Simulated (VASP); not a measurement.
Runs of VASP 6.6.1 on Fe. The structure is that of space group Im-3m (No. 229), or close to it. The cells are those of the table. 

| level | potentials or basis | fixed moment (μB) | cell | k mesh | cutoff (eV) | smearing | grid for exact exchange (PRECFOCK) | share of exact exchange | gap on the mesh (eV) | pressure (GPa) | moment (μB) |
| --- | --- | --- | --- | --- | --- | --- | --- | --- | --- | --- | --- |
| PBE | VASP PAW PBE potentials, release 64 (Fe_sv) | 1.5 | a = 2.499 Å, angles 109.5°, 1 atom | 11 × 11 × 11 | 600 | fermi-dirac 0.05 eV | - | - | - | -22.7 | 1.50 |
| r2SCAN50 | VASP PAW PBE potentials, release 64 (Fe) | - | a = 2.448 Å, angles 109.5°, 1 atom | 7 × 7 × 7 | 520 | fermi-dirac 0.05 eV | Normal | 0.5 | none | 21.8 | 2.89 |
| BLYP+D4 | VASP PAW PBE potentials, release 64 (Fe_sv) | - | a = 2.499 Å, angles 109.5°, 1 atom | 13 × 13 × 13 | 690 | fermi-dirac 0.05 eV | - | - | none | -12.3 | 2.20 |
| b88 exchange, pbe correlation | VASP PAW PBE potentials, release 64 (Fe_sv) | - | a = 2.548 Å, angles 109.5°, 1 atom | 13 × 13 × 13 | 690 | fermi-dirac 0.05 eV | - | - | none | (a) | 2.49 |
| PBE | VASP PAW PBE potentials, release 64 (Fe_sv) | - | a = 2.499 Å, angles 109.5°, 1 atom | 13 × 13 × 13 | 690 | gaussian 0.013 eV | - | - | none | -10.9 | 2.26 |
| b88 exchange, pbe correlation | VASP PAW PBE potentials, release 64 (Fe_sv) | - | a = 2.532 Å, angles 109.5°, 1 atom | 13 × 13 × 13 | 690 | fermi-dirac 0.05 eV | - | - | none | -14.8 | 2.38 |
| b88 exchange, pbe correlation | VASP PAW PBE potentials, release 64 (Fe_sv) | - | a = 2.516 Å, angles 109.5°, 1 atom | 13 × 13 × 13 | 690 | fermi-dirac 0.05 eV | - | - | none | (b) | 2.31 |
| BLYP+D4 | VASP PAW PBE potentials, release 64 (Fe_sv) | - | a = 2.516 Å, angles 109.5°, 1 atom | 13 × 13 × 13 | 690 | fermi-dirac 0.05 eV | - | - | none | -14.3 | 2.26 |

Alike in all rows: task single point; spin collinear, ferromagnetic start.

Problem. Fill in the values left out.

Solution. (a) -15.0; (b) -13.3.

Caveats: some runs use coarse meshes; the cell stands under tension (at least some runs); the PAW data sets were made with another functional, which shifts forces and pressure a little (at least some runs); the total moment is fixed, so each spin has its own Fermi level and the state may be an excited one (at least some runs).

A gap of «none» marks levels without a gap at the run's occupations.

The runs don't all hold the same shells in valence.
